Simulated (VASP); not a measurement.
# ScAl3N4 (Cm) in VASP: a series of runs

The runs below take ScAl3N4 through single point, with PBEsol.

All numbers are computed with VASP 6.6.1; they aren't measurements. Logs are shortened: lines on timing, memory, paths and dates and some standing lists are left out, and cuts for length are marked.

### 1 The cell of the first run

Symmetry: Cm, No. 8, monoclinic system. Conventional cell: a = 11.529 Å, b = 3.209 Å, c = 5.604 Å, α = 90.00°, β = 119.04°, γ = 90.00°. Within 2.5 Å of Sc (site symmetry m) lie 4 N at 1.89 to 2.34 Å. Within 2.4 Å of Al (site symmetry m) lie 4 N at 1.83 to 2.30 Å. Within 2.5 Å of Al (site symmetry m) lie 4 N at 1.88 to 2.26 Å. Within 2.5 Å of Al (site symmetry m) lie 4 N at 1.86 to 2.28 Å. N (site symmetry m) has 3 Al at 1.86 to 1.88 Å and 1 Sc at 2.34 Å within 2.5 Å. N (site symmetry m) has 4 Al at 1.88 to 2.30 Å within 2.5 Å. N (site symmetry m) has 2 Al at 1.83 to 2.26 Å and 2 Sc at 1.89 Å within 2.4 Å. N (site symmetry m) has 3 Al at 1.85 to 2.28 Å and 1 Sc at 1.93 Å within 2.5 Å.

### 2 Single point, PBEsol (atoms displaced along a vibrational mode)

Contents of INCAR:

```
ALGO     = Normal         # electronic algorithm
EDIFF    = 1E-6           # SCF threshold, eV
ENCUT    = 520            # plane-wave cutoff, eV
GGA      = PS             # functional
ISIF     = 2              # what is computed and relaxed
ISMEAR   = 0              # smearing method
LASPH    = T              # aspherical terms in the spheres
LCHARG   = F              # write CHGCAR
LREAL    = F              # projectors in reciprocal space
LWAVE    = F              # write WAVECAR
NBANDS   = 30             # bands
NELM     = 80             # most SCF steps
PREC     = Accurate       # precision mode
SIGMA    = 0.01           # smearing width, eV
```

Contents of KPOINTS:

```
k-points
0
Gamma
  8 6 8
```

Contents of POSCAR:

```
ScAl3N4
1.0
   -3.2086112703      0.0000000000      0.0000000000
    0.0000000000      5.6037654075     -0.0022277261
    1.6043056351     -2.7998636570     -5.0387091941
Sc Al N
1 3 4
Direct
    0.0200716759      0.3522320809      0.0401433518
    0.5176838169      0.8522616891      0.0353676339
    0.7692227917      0.4344787803      0.5384455833
    0.2661596935      0.9345115139      0.5323193870
    0.7878742791      0.1201018229      0.5757485582
    0.2899106997      0.6247089380      0.5798213994
    0.5446491012      0.2029793607      0.0892982024
    0.0404279420      0.7147258141      0.0808558840
```

Potentials or basis: VASP PAW PBE potentials, release 64 (Sc_sv, Al, N).

Started as:

```console
$ cat potpaw_PBE.64/Sc_sv/POTCAR potpaw_PBE.64/Al/POTCAR potpaw_PBE.64/N/POTCAR > POTCAR
$ mpirun -np 1 vasp_std > vasp.out
```

OUTCAR:

```text
EDIFF = 1E-6
   ENCUT = 520
   GGA = PS
   ISIF = 2
   ISMEAR = 0
   LASPH = T
   LREAL = F
   NELM = 80
   PREC = Accurate

 ion  position               nearest neighbor table
   1  0.020  0.352  0.040-   7 1.89   7 1.89   8 1.93   5 2.34   4 3.12   3 3.12   3 3.12   3 3.14
                             4 3.16   4 3.16   2 3.22   2 3.22   2 3.24   2 3.24
   2  0.518  0.852  0.035-   7 1.83   8 1.85   8 1.85   6 2.30   4 3.12   4 3.12   3 3.12   3 3.12
                             3 3.14   4 3.15   1 3.22   1 3.22   1 3.24   1 3.24
   3  0.769  0.434  0.538-   5 1.88   6 1.88   6 1.88   7 2.26   2 3.12   2 3.12   1 3.12   1 3.12
                             2 3.14   1 3.14   4 3.21   4 3.21   4 3.24   4 3.24
   4  0.266  0.935  0.532-   5 1.86   5 1.86   6 1.88   8 2.28   1 3.12   2 3.12   2 3.12   2 3.15
                             1 3.16   1 3.16   3 3.21   3 3.21   3 3.24   3 3.24
   5  0.788  0.120  0.576-   4 1.86   4 1.86   3 1.88   1 2.34
   6  0.290  0.625  0.580-   3 1.88   3 1.88   4 1.88   2 2.30
   7  0.545  0.203  0.089-   2 1.83   1 1.89   1 1.89   3 2.26
   8  0.040  0.715  0.081-   2 1.85   2 1.85   1 1.93   4 2.28

  LATTYP: Found a base centered monoclinic cell.
 ALAT       =    11.5287166399
 B/A-ratio  =     0.2783146963
 C/A-ratio  =     0.4860702215
 COS(beta)  =    -0.4853723845

  Lattice vectors:

 A1 = (   1.6043056351,  -2.7998636570,  -5.0387091941)
 A2 = (  -1.6043056352,  -2.7998636570,  -5.0387091941)
 A3 = (   0.0000000000,   5.6037654075,  -0.0022277261)

Analysis of symmetry for initial positions (statically):
=====================================================================
 Subroutine PRICEL returns:
 Original cell was already a primitive cell.

 Routine SETGRP: Setting up the symmetry group for a
 base centered monoclinic supercell.

 Subroutine GETGRP returns: Found  2 space group operations
 (whereof  2 operations were pure point group operations)
 out of a pool of  4 trial point group operations.

The static configuration has the point symmetry C_1h.

Analysis of symmetry for dynamics (positions and initial velocities):
=====================================================================
 Subroutine PRICEL returns:
 Original cell was already a primitive cell.

 Routine SETGRP: Setting up the symmetry group for a
 base centered monoclinic supercell.

 Subroutine GETGRP returns: Found  2 space group operations
 (whereof  2 operations were pure point group operations)
 out of a pool of  4 trial point group operations.

The dynamic configuration has the point symmetry C_1h.

 Subroutine INISYM returns: Found  2 space group operations
 (whereof  2 operations are pure point group operations),
 and found     1 'primitive' translations

----------------------------------------------------------------------------------------

                                     Primitive cell

  volume of cell :      90.6175

  direct lattice vectors                    reciprocal lattice vectors
    -3.208611270  0.000000000  0.000000000    -0.311661313 -0.000039440 -0.099209848
     0.000000000  5.603765408 -0.002227726     0.000000000  0.178412027 -0.099138357
     1.604305635 -2.799863657 -5.038709194     0.000000000 -0.000078880 -0.198419696

  length of vectors
     3.208611270  5.603765850  5.983445781     0.327070893  0.204106015  0.198419712

  position of ions in fractional coordinates (direct lattice)
     0.020071676  0.352232081  0.040143352
     0.517683817  0.852261689  0.035367634
     0.769222792  0.434478780  0.538445583
     0.266159694  0.934511514  0.532319387
     0.787874279  0.120101823  0.575748558
     0.289910700  0.624708938  0.579821399
     0.544649101  0.202979361  0.089298202
     0.040427942  0.714725814  0.080855884

  ion indices of the primitive-cell ions
   primitive index   ion index
                 1           1
                 2           2
                 3           3
                 4           4
                 5           5
                 6           6
                 7           7
                 8           8

----------------------------------------------------------------------------------------

 KPOINTS: k-points

Automatic generation of k-mesh.
 Grid dimensions read from file:
 generate k-points for:    8    6    8

 Generating k-lattice:

  Cartesian coordinates                     Fractional coordinates (reciprocal lattice)
    -0.038957664 -0.000004930 -0.012401231     0.125000000  0.000000000  0.000000000
     0.000000000  0.029735338 -0.016523060     0.000000000  0.166666667 -0.000000000
     0.000000000 -0.000009860 -0.024802462     0.000000000  0.000000000  0.125000000

  Length of vectors
     0.040883862  0.034017669  0.024802464

  Shift w.r.t. Gamma in fractional coordinates (k-lattice)
     0.000000000  0.000000000  0.000000000

 Subroutine IBZKPT returns following result:
 ===========================================

 Found    114 irreducible k-points:

 Following reciprocal coordinates:
            Coordinates               Weight
  0.000000  0.000000  0.000000      1.000000
  0.125000  0.000000 -0.000000      4.000000
  0.250000  0.000000 -0.000000      4.000000
  0.375000  0.000000  0.000000      4.000000
  0.500000  0.000000 -0.000000      2.000000
  0.000000  0.166667  0.000000      2.000000
[... 16 lines left out ...]
  0.125000  0.500000  0.000000      4.000000
  0.250000  0.500000  0.000000      4.000000
 [... further k-points ...]
   k-points           NKPTS =    114   k-points in BZ     NKDIM =    114   number of bands    NBANDS=     30
   number of dos      NEDOS =    301   number of ions     NIONS =      8
   total plane-waves  NPLWV =  48384
   dimension x,y,z NGX =    24 NGY =   42 NGZ =   48
   dimension x,y,z NGXF=    48 NGYF=   84 NGZF=   96
   ions per type =               1   3   4
   NGX,Y,Z   is equivalent  to a cutoff of  12.43, 12.46, 13.34 a.u.
   NGXF,Y,Z  is equivalent  to a cutoff of  24.87, 24.92, 26.67 a.u.
 SYSTEM =  unknown system
   PREC   = accura    normal or accurate (medium, high low for compatibility)
   ISTART =      0    job   : 0-new  1-cont  2-samecut
   ICHARG =      2    charge: 1-file 2-atom 10-const
   ISPIN  =      1    spin polarized calculation?
   LNONCOLLINEAR =      F non collinear calculations
   LSORBIT =      F    spin-orbit coupling
   LASPH  =      T    aspherical Exc in radial PAW
   ENCUT  =  520.0 eV  38.22 Ry    6.18 a.u.   5.97 10.42 11.13*2*pi/ulx,y,z
   NELM   =     80;   NELMIN=  2; NELMDL= -5     # of ELM steps
   EDIFF  = 0.1E-05   stopping-criterion for ELM
   LREAL  =      F    real-space projection
[... 7 lines left out ...]
   TEBEG  =    0.0;   TEEND  =   0.0 temperature during run
   PSTRESS=    0.0 pullay stress
   NELECT =      40.0000    total number of electrons
   NUPDOWN=      -1.0000    fix difference up-down
   EMIN   =  10.00;   EMAX   =-10.00  energy-range for DOS
   EFERMI =   0.00;   METHOD = LEGACY
   ISMEAR =     0;   SIGMA  =   0.01  broadening in eV -4-tet -1-fermi 0-gaus
   EFERMI_NEDOS =   21; number of points for ismear=-14 and -15
   IALGO  =     38    algorithm
   IMIX   =      4    mixing-type and parameters
     AMIX     =   0.40;   BMIX     =  1.00
     AMIX_MAG =   1.60;   BMIX_MAG =  1.00
  volume/ion in A,a.u.               =      11.33        76.44
  Fermi-wavevector in a.u.,A,eV,Ry     =   1.246496  2.355535 21.140068  1.553751
  Thomas-Fermi vector in A             =   2.380670
   LORBIT       =      0    0 simple, 1 ext, 2 COOP (PROOUT), +10 PAW based schemes
   GGA     = PS    functional components
   LHFCALC =     F    Hartree Fock is set to
   AEXX    =    0.0000 exact exchange contribution
   IVDW    =     0    specifies the selected vdW correction
   LEPSILON=     F    determine dielectric tensor
   LRPA    =     F    only Hartree local field effects (RPA)
 non-spin polarized calculation
 Gauss-broadening in eV      SIGMA  =   0.01
  energy-cutoff  :      520.00
  volume of cell :       90.62
 maximum number of plane-waves:      2466
   NGX = 11   NGY = 21   NGZ = 23

 number of electron      40.0000005 magnetization

 Free energy of the ion-electron system (eV)
  ---------------------------------------------------
  ext. energy  EPLUGINS =         0.00000000
  ---------------------------------------------------
  free energy    TOTEN  =       -63.67318574 eV

  energy without entropy =      -63.67318574  energy(sigma->0) =      -63.67318574

 E-fermi :   6.0346     XC(G=0): -11.0265

 val. band max:        5.8617302697   @ k =   0.0000   0.0000   0.0000
 cond. band min:       8.3813957076   @ k =   0.0000   0.0000   0.0000
 fundamental gap:      2.5196654380
 Fermi energy:         6.0346252909

 k-point     1 :       0.0000    0.0000    0.0000
  band No.  band energies     occupation
      1     -40.7778      2.00000
      2     -19.8574      2.00000
      3     -19.7033      2.00000
      4     -19.6123      2.00000
      5      -9.3995      2.00000
      6      -7.6365      2.00000
[... 22 lines left out ...]
     29      14.5090      0.00000
     30      14.6470      0.00000

 k-point     2 :       0.1250    0.0000   -0.0000
  band No.  band energies     occupation
      1     -40.7719      2.00000
      2     -19.8559      2.00000
      3     -19.7025      2.00000
      4     -19.6784      2.00000
      5      -9.2472      2.00000
      6      -7.6132      2.00000
[... 22 lines left out ...]
     29      14.3039      0.00000
     30      14.6294      0.00000

 k-point     3 :       0.2500    0.0000   -0.0000
  band No.  band energies     occupation
      1     -40.7577      2.00000
      2     -19.9246      2.00000
      3     -19.7823      2.00000
      4     -19.6782      2.00000
      5      -8.8283      2.00000
      6      -7.5314      2.00000
[... 682 lines left out ...]
     29      13.3550      0.00000
     30      13.6590      0.00000

 k-point    24 :       0.2500    0.5000    0.0000
  band No.  band energies     occupation
      1     -40.7577      2.00000
      2     -19.9255      2.00000
      3     -19.7848      2.00000
      4     -19.6788      2.00000
      5      -8.3104      2.00000
      6      -8.0484      2.00000
[... 22 lines left out ...]
     29      13.8001      0.00000
     30      14.0294      0.00000

 [... further k-points ...]

------------------------ aborting loop because EDIFF is reached ----------------------------------------

  FORCE on cell =-STRESS in cart. coord.  units (eV):
  Direction    XX          YY          ZZ          XY          YZ          ZX
  --------------------------------------------------------------------------------------
  -------------------------------------------------------------------------------------
  Total        8.1751062      7.9298271     -7.7779281      0.0000000      0.1922774     -0.0000000
  in kB      144.5412193    140.2045243   -137.5188507      0.0000000      3.3995894     -0.0000000
  external PRESSURE =      49.0756310 kB  Pullay stress =       0.0000000 kB

 VOLUME and BASIS-vectors are now :
 -----------------------------------------------------------------------------
  energy-cutoff  :      520.00
  volume of cell :       90.62
      direct lattice vectors                 reciprocal lattice vectors
    -3.208611270  0.000000000  0.000000000    -0.311661313 -0.000039440 -0.099209848
     0.000000000  5.603765408 -0.002227726     0.000000000  0.178412027 -0.099138357
     1.604305635 -2.799863657 -5.038709194     0.000000000 -0.000078880 -0.198419696

 POSITION                                       TOTAL-FORCE (eV/Angst)
 -----------------------------------------------------------------------------------
     -0.00000      1.86143     -0.20306         0.000000      0.162609      1.218038
     -1.60431      4.67685     -0.18011         0.000000      0.156844      0.636961
     -1.60431      0.92714     -2.71404         0.000000     -0.052212      0.977511
     -0.00000      3.74636     -2.68428         0.000000     -0.129925      1.134388
     -1.60431     -0.93900     -2.90130        -0.000000      0.137044     -0.743181
     -0.00000      1.87730     -2.92294        -0.000000      0.067003     -0.660316
     -1.60431      0.88743     -0.45040        -0.000000     -2.618230     -1.508702
     -0.00000      3.77877     -0.40900        -0.000000      2.276868     -1.054700
 -----------------------------------------------------------------------------------
    total drift:                                0.000021     -0.000029      0.000555

  FREE ENERGIE OF THE ION-ELECTRON SYSTEM (eV)
  ---------------------------------------------------
  free  energy   TOTEN  =       -63.6731857369 eV

  energy  without entropy=      -63.6731857369  energy(sigma->0) =      -63.67318574
```

Run time: 7.9 min. Hardware: 1 thread of Intel Xeon 8259CL, shared host; peak memory 0.4 GiB.

Results:

```
Free energy            : -63.6732 eV
Pressure               : 4.9 GPa
Largest force          : 3.022 eV/Å
Band gap on the k mesh : 2.52 eV
```

Forces on the atoms (eV/Å):
```
Sc   0.000  0.163  1.218
Al   0.000  0.157  0.637
Al   0.000 -0.052  0.978
Al   0.000 -0.130  1.134
N    0.000  0.137 -0.743
N    0.000  0.067 -0.660
N    0.000 -2.618 -1.509
N    0.000  2.277 -1.055
```

Caveat: the cell differs from its parent crystal (atoms displaced along a vibrational mode); the cell stands under pressure; the PAW data sets were made with another functional, which shifts forces and pressure a little. A k mesh can miss the band edges.

### 3 Single point, PBEsol (atoms displaced along a vibrational mode)

Contents of INCAR:

```
ALGO     = Normal         # electronic algorithm
EDIFF    = 1E-7           # SCF threshold, eV
ENCUT    = 520            # plane-wave cutoff, eV
GGA      = PS             # functional
ISIF     = 2              # what is computed and relaxed
ISMEAR   = 0              # smearing method
LASPH    = True           # aspherical terms in the spheres
LCHARG   = False          # write CHGCAR
LREAL    = False          # projectors in reciprocal space
LWAVE    = False          # write WAVECAR
NBANDS   = 30             # bands
NELM     = 80             # most SCF steps
PREC     = Accurate       # precision mode
SIGMA    = 0.01           # smearing width, eV
```

KPOINTS is that of step 2.

Contents of POSCAR:

```
ScAl3N4
1.0
   -3.2086112703      0.0000000000      0.0000000000
    0.0000000000      5.6037654075     -0.0022277261
    1.6043056351     -2.7998636570     -5.0387091941
Sc Al N
1 3 4
Direct
    0.0236072974      0.3562075493      0.0472145949
    0.5221148856      0.8562260545      0.0442297712
    0.7730767448      0.4388617389      0.5461534896
    0.2711623084      0.9388821974      0.5423246169
    0.7847339244      0.1173761381      0.5694678489
    0.2860066873      0.6202555850      0.5720133746
    0.5389681882      0.2004246017      0.0779363765
    0.0363299637      0.7077661350      0.0726599275
```

Potentials or basis: VASP PAW PBE potentials, release 64 (Sc_sv, Al, N).

Started as:

```console
$ cat potpaw_PBE.64/Sc_sv/POTCAR potpaw_PBE.64/Al/POTCAR potpaw_PBE.64/N/POTCAR > POTCAR
$ mpirun -np 1 vasp_std > vasp.out
```

Wall time 9.4 min (1 thread of Intel Xeon 8259CL, shared host); peak memory 0.4 GiB.

The run converged. Its results:

```yaml
Free_energy: -63.2799 eV
Pressure: 6.4 GPa
Largest_force: 3.537 eV/Å
Band_gap_on_the_k_mesh: 2.25 eV
```

Forces on the atoms (eV/Å):
```
Sc   0.000  0.097  0.913
Al   0.000  0.274  0.414
Al   0.000 -0.070  0.634
Al   0.000 -0.138  0.828
N    0.000  0.142 -0.540
N    0.000  0.083 -0.440
N    0.000 -3.371 -1.072
N    0.000  2.982 -0.738
```

Stress tensor (GPa, compression positive):
```
 17.31   0.00   0.00
  0.00  16.50   0.29
  0.00   0.29 -14.54
```

Levels at points of the mesh, in eV from the valence-band top:
```csv
k point,band 16,band 17,band 18,band 19,band 20,band 21,band 22,band 23,band 24,band 25
"(0.00, 0.00, 0.00)",-2.04,-2.00,-1.74,-1.64,0.00,2.25,3.81,3.96,4.80,5.56
"(0.50, 0.00, 0.00)",-2.31,-2.13,-1.98,-1.55,-1.23,3.66,3.97,4.32,4.62,5.27
"(0.00, 0.50, 0.00)",-2.29,-2.14,-1.46,-1.19,-0.94,3.63,4.71,4.74,5.08,6.16
"(0.50, 0.50, 0.00)",-2.34,-2.23,-1.96,-1.51,-0.50,3.36,3.70,4.23,4.70,5.25
"(0.00, 0.00, 0.50)",-2.29,-2.21,-2.17,-1.90,-1.44,4.30,4.37,4.60,4.74,5.16
"(0.00, 0.50, 0.50)",-2.37,-2.21,-1.27,-1.15,-1.08,3.83,4.53,4.72,5.28,5.81
```

Caveat: the cell differs from its parent crystal (atoms displaced along a vibrational mode); the cell stands under pressure; the PAW data sets were made with another functional, which shifts forces and pressure a little. A k mesh can miss the band edges.
